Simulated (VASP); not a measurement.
Crystal: CaI.

```
CELL_PARAMETERS angstrom
4.14682 0.00000 0.00000
-2.07341 3.59125 0.00000
0.00000 0.00000 4.57623
ATOMIC_POSITIONS crystal
Ca 0.00000 0.00000 0.50000
I 0.66667 0.33333 0.00000
```

| Item | Value |
| --- | --- |
| Program | VASP 6.6.1 |
| Task | relaxation of cell and atoms |
| Functional | PBE |
| Dispersion | D3(BJ) |
| Potentials or basis | VASP PAW PBE potentials, release 64 (Ca_sv, I) |
| Cutoff | 600 eV |
| k mesh | 8 × 8 × 7 |
| Occupations | fermi-dirac, width 0.1 eV |
| Spin | no spin polarisation |

At the start: pressure -1.6 GPa; volume 34.08 Å³/atom.

Task: Where does the relaxation end?

Result: Over 5 steps the energy falls by 12.9 meV/atom and the volume is 31.72 Å³/atom (-6.9 %); space group P-6m2 (No. 187, to 0.1 Å) before and after.

Step by step:
| step | energy change (eV) | largest force (eV/Å) | pressure (GPa) | volume (Å³) |
| --- | --- | --- | --- | --- |
| 1 | 0.0000 | 0.0000 | -1.64 | 68.15 |
| 2 | -0.0236 | 0.0000 | -0.53 | 64.76 |
| 3 | -0.0258 | 0.0000 | -0.03 | 63.54 |
| 4 | -0.0258 | 0.0000 | 0.01 | 63.45 |
| 5 | -0.0258 | 0.0000 | 0.01 | 63.44 |

Final structure:
```cif
data_structure
_symmetry_space_group_name_H-M 'P 1'
_symmetry_Int_Tables_number 1
_cell_length_a 4.0475
_cell_length_b 4.0475
_cell_length_c 4.4719
_cell_angle_alpha 90.000
_cell_angle_beta 90.000
_cell_angle_gamma 120.000
_cell_volume 63.44
loop_
_atom_site_label
_atom_site_type_symbol
_atom_site_fract_x
_atom_site_fract_y
_atom_site_fract_z
_atom_site_occupancy
Ca1 Ca 0.00000 0.00000 0.50000 1
I1 I 0.66667 0.33333 0.00000 1
```

Caveat: an odd number of electrons without spin polarisation forces a metal; a magnetic or distorted state may lie lower.
